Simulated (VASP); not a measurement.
# Ti (P6_3/mmc) in VASP: further runs, part 2 of 2

VASP 6.6.1.

### 3 Density of states, PBEsol

The input, POSCAR:

```
Ti
1.0
    2.9022240663      0.0000000000      0.0000000000
   -1.4511120332      2.5133997689      0.0000000000
    0.0000000000      0.0000000000      4.5870744761
Ti
2
Direct
    0.3333333333      0.6666666667      0.2500000000
    0.6666666667      0.3333333333      0.7500000000
```

The input, INCAR.step1:

```
SYSTEM = Ti
PREC = Accurate
ENCUT = 520
EDIFF = 1E-6
ISMEAR = -1
SIGMA = 0.05
LREAL = .False.
LASPH = .True.
NELM = 60
ALGO = Normal
ISIF = 2
LWAVE = .False.
LCHARG = .True.
LMAXMIX = 4
GGA = PS
NBANDS = 19
```

The input, KPOINTS.step1:

```
Automatic mesh
0
Gamma
  15 15 8
  0 0 0
```

The input, INCAR.step2:

```
SYSTEM = Ti
PREC = Accurate
ENCUT = 520
EDIFF = 1E-6
ISMEAR = -5
SIGMA = 0.05
LREAL = .False.
LASPH = .True.
NELM = 60
ALGO = Normal
ISIF = 2
LWAVE = .False.
LCHARG = .False.
LMAXMIX = 4
GGA = PS
LORBIT = 11
NEDOS = 2001
ICHARG = 11
```

The input, KPOINTS.step2:

```
Automatic mesh
0
Gamma
  23 23 12
  0 0 0
```

Potentials or basis: VASP PAW PBE potentials, release 64 (Ti_sv).

Command:

```console
> cat potpaw_PBE.64/Ti_sv/POTCAR > POTCAR
> cp INCAR.step1 INCAR
> cp KPOINTS.step1 KPOINTS
> mpirun -np 1 vasp_std > vasp.out
> cp INCAR.step2 INCAR
> cp KPOINTS.step2 KPOINTS
> mpirun -np 1 vasp_std > vasp.out
```

OUTCAR:

```text
SYSTEM = Ti
   PREC = Accurate
   ENCUT = 520
   EDIFF = 1E-6
   ISMEAR = -5
   LREAL = .False.
   LASPH = .True.
   NELM = 60
   ISIF = 2
   GGA = PS
   LORBIT = 11
   ICHARG = 11

 ion  position               nearest neighbor table
   1  0.333  0.667  0.250-   2 2.84   2 2.84   2 2.84   2 2.84   2 2.84   2 2.84
   2  0.667  0.333  0.750-   1 2.84   1 2.84   1 2.84   1 2.84   1 2.84   1 2.84

  LATTYP: Found a hexagonal cell.
 ALAT       =     2.9022240663
 C/A-ratio  =     1.5805376743

  Lattice vectors:

 A1 = (   2.9022240663,   0.0000000000,   0.0000000000)
 A2 = (  -1.4511120332,   2.5133997689,   0.0000000000)
 A3 = (   0.0000000000,   0.0000000000,   4.5870744761)

Analysis of symmetry for initial positions (statically):
=====================================================================
 Subroutine PRICEL returns:
 Original cell was already a primitive cell.

 Routine SETGRP: Setting up the symmetry group for a
 hexagonal supercell.

 Subroutine GETGRP returns: Found 24 space group operations
 (whereof 12 operations were pure point group operations)
 out of a pool of 24 trial point group operations.

The static configuration has the point symmetry D_3d.
 The point group associated with its full space group is D_6h.

Analysis of symmetry for dynamics (positions and initial velocities):
=====================================================================
 Subroutine PRICEL returns:
 Original cell was already a primitive cell.

 Routine SETGRP: Setting up the symmetry group for a
 hexagonal supercell.

 Subroutine GETGRP returns: Found 24 space group operations
 (whereof 12 operations were pure point group operations)
 out of a pool of 24 trial point group operations.

The dynamic configuration has the point symmetry D_3d.
 The point group associated with its full space group is D_6h.

 Subroutine INISYM returns: Found 24 space group operations
 (whereof 12 operations are pure point group operations),
 and found     1 'primitive' translations

----------------------------------------------------------------------------------------

                                     Primitive cell

  volume of cell :      33.4602

  direct lattice vectors                    reciprocal lattice vectors
     2.902224066  0.000000000  0.000000000     0.344563334  0.198933734  0.000000000
    -1.451112033  2.513399769  0.000000000     0.000000000  0.397867467  0.000000000
     0.000000000  0.000000000  4.587074476     0.000000000  0.000000000  0.218003873

  length of vectors
     2.902224066  2.902224066  4.587074476     0.397867467  0.397867467  0.218003873

  position of ions in fractional coordinates (direct lattice)
     0.333333333  0.666666667  0.250000000
     0.666666667  0.333333333  0.750000000

  ion indices of the primitive-cell ions
   primitive index   ion index
                 1           1
                 2           2

----------------------------------------------------------------------------------------

 KPOINTS: Automatic mesh

Automatic generation of k-mesh.
 Grid dimensions read from file:
 generate k-points for:   23   23   12

 Generating k-lattice:
[... 25 lines left out ...]
  0.173913 -0.000000  0.000000      6.000000
  0.217391  0.000000  0.000000      6.000000
[... 16 lines left out ...]
  0.478261  0.043478  0.000000      6.000000
  0.086957  0.086957  0.000000      6.000000
 [... further k-points ...]
   k-points           NKPTS =    392   k-points in BZ     NKDIM =    392   number of bands    NBANDS=     16
   number of dos      NEDOS =   2001   number of ions     NIONS =      2
   total plane-waves  NPLWV =  20736
   dimension x,y,z NGX =    24 NGY =   24 NGZ =   36
   dimension x,y,z NGXF=    48 NGYF=   48 NGZF=   72
   ions per type =               2
   NGX,Y,Z   is equivalent  to a cutoff of  13.75, 13.75, 13.05 a.u.
   NGXF,Y,Z  is equivalent  to a cutoff of  27.50, 27.50, 26.09 a.u.
 SYSTEM =  Ti
   PREC   = accura    normal or accurate (medium, high low for compatibility)
   ISTART =      0    job   : 0-new  1-cont  2-samecut
   ICHARG =     11    charge: 1-file 2-atom 10-const
   ISPIN  =      1    spin polarized calculation?
   LNONCOLLINEAR =      F non collinear calculations
   LSORBIT =      F    spin-orbit coupling
   LASPH  =      T    aspherical Exc in radial PAW
   ENCUT  =  520.0 eV  38.22 Ry    6.18 a.u.   5.40  5.40  8.53*2*pi/ulx,y,z
   NELM   =     60;   NELMIN=  2; NELMDL=  0     # of ELM steps
   EDIFF  = 0.1E-05   stopping-criterion for ELM
   LREAL  =      F    real-space projection
   EDIFFG = 0.1E-04   stopping-criterion for IOM
   NSW    =      0    number of steps for IOM
   IBRION =     -1    ionic relax: 0-MD 1-quasi-New 2-CG
   NFREE  =      0    steps in history (QN), initial steepest desc. (CG)
   ISIF   =      2    stress and relaxation
   ISYM   =      2    0-nonsym 1-usesym 2-fastsym
   POTIM  = 0.5000    time-step for ionic-motion
   TEBEG  =    0.0;   TEEND  =   0.0 temperature during run
   PSTRESS=    0.0 pullay stress
   NELECT =      24.0000    total number of electrons
   NUPDOWN=      -1.0000    fix difference up-down
   EMIN   =  10.00;   EMAX   =-10.00  energy-range for DOS
   EFERMI =   0.00;   METHOD = LEGACY
   ISMEAR =    -5;   SIGMA  =   0.05  broadening in eV -4-tet -1-fermi 0-gaus
   EFERMI_NEDOS =   21; number of points for ismear=-14 and -15
   IALGO  =     38    algorithm
   IMIX   =      4    mixing-type and parameters
     AMIX     =   0.40;   BMIX     =  1.00
     AMIX_MAG =   1.60;   BMIX_MAG =  1.00
  volume/ion in A,a.u.               =      16.73       112.90
  Fermi-wavevector in a.u.,A,eV,Ry     =   1.465444  2.769287 29.218856  2.147525
  Thomas-Fermi vector in A             =   2.581300
   LORBIT       =     11    0 simple, 1 ext, 2 COOP (PROOUT), +10 PAW based schemes
   GGA     = PS    functional components
   LHFCALC =     F    Hartree Fock is set to
   AEXX    =    0.0000 exact exchange contribution
   IVDW    =     0    specifies the selected vdW correction
   LEPSILON=     F    determine dielectric tensor
   LRPA    =     F    only Hartree local field effects (RPA)
 non-spin polarized calculation
 Fermi weights with tetrahedron method with Bloechl corrections
  energy-cutoff  :      520.00
  volume of cell :       33.46
 maximum number of plane-waves:       929
 NGX is ok and might be reduce to    24

 number of electron      23.9999998 magnetization

 Free energy of the ion-electron system (eV)
  ---------------------------------------------------
  ext. energy  EPLUGINS =         0.00000000
  ---------------------------------------------------
  free energy    TOTEN  =       -16.67927774 eV

  energy without entropy =      -16.67927774  energy(sigma->0) =      -16.67927774

 E-fermi :   8.6283     XC(G=0): -11.8155

 val. band max:        8.6611406525   @ k =   0.0435   0.0000   0.5000
 cond. band min:       8.5975861102   @ k =   0.2174   0.2174   0.5000
 fundamental gap:     -0.0635545423
 Fermi energy:         8.6283278472

 k-point     1 :       0.0000    0.0000    0.0000
  band No.  band energies     occupation
      1     -47.9584      2.00000
      2     -47.7948      2.00000
      3     -24.6993      2.00000
      4     -23.9659      2.00000
      5     -23.9659      2.00000
      6     -23.8853      2.00000
[... 433 lines left out ...]
      3     -24.6439      2.00000
      4     -24.0681      2.00000
      5     -24.0219      2.00000
      6     -23.9469      2.00000
[... 8 lines left out ...]
     15       9.8809      0.00000
     16      10.0334      0.00000

 [... further k-points ...]

------------------------ aborting loop because EDIFF is reached ----------------------------------------

  FORCE on cell =-STRESS in cart. coord.  units (eV):
  Direction    XX          YY          ZZ          XY          YZ          ZX
  --------------------------------------------------------------------------------------
  -------------------------------------------------------------------------------------
  Total       -0.1310161     -0.1310161     -0.0575381      0.0000000      0.0000000      0.0000000
  in kB       -6.2734575     -6.2734575     -2.7551048      0.0000000      0.0000000      0.0000000
  external PRESSURE =      -5.1006732 kB  Pullay stress =       0.0000000 kB

 VOLUME and BASIS-vectors are now :
 -----------------------------------------------------------------------------
  energy-cutoff  :      520.00
  volume of cell :       33.46
      direct lattice vectors                 reciprocal lattice vectors
     2.902224066  0.000000000  0.000000000     0.344563334  0.198933734  0.000000000
    -1.451112033  2.513399769  0.000000000     0.000000000  0.397867467  0.000000000
     0.000000000  0.000000000  4.587074476     0.000000000  0.000000000  0.218003873

 POSITION                                       TOTAL-FORCE (eV/Angst)
 -----------------------------------------------------------------------------------
     -0.00000      1.67560      1.14677         0.000000      0.000000      0.000000
      1.45111      0.83780      3.44031        -0.000000      0.000000      0.000000
 -----------------------------------------------------------------------------------
    total drift:                               -0.000000      0.000000     -0.000000

  FREE ENERGIE OF THE ION-ELECTRON SYSTEM (eV)
  ---------------------------------------------------
  free  energy   TOTEN  =       -16.6792777439 eV

  energy  without entropy=      -16.6792777439  energy(sigma->0) =      -16.67927774

 total charge

# of ion       s       p       d       tot
------------------------------------------
    1        2.259   6.129   1.910  10.298
    2        2.259   6.129   1.910  10.298
--------------------------------------------------
tot          4.518  12.258   3.820  20.597
```

It took 2.4 min on 1 thread of Intel Xeon Platinum 8259CL at 2.50GHz (Skylake/Cascade Lake), shared host; peak memory 0.3 GiB.

Results:

| Quantity | Value |
| --- | --- |
| Valence electrons inside the program's atomic spheres | Ti 10.30 |

Levels at points of the mesh, in eV from the Fermi level:
```
           k point  band 9  band 10  band 11  band 12  band 13  band 14  band 15  band 16
(0.00, 0.00, 0.00)   -6.32    -2.81     0.77     0.77     0.89     0.91     1.30     1.30
(0.00, 0.00, 0.50)   -4.40    -4.40     0.08     0.08     0.67     0.67     0.67     0.67
```

Caveat: the PAW data sets were made with another functional, which shifts forces and pressure a little; tetrahedron occupations give inexact forces and stress in metals.
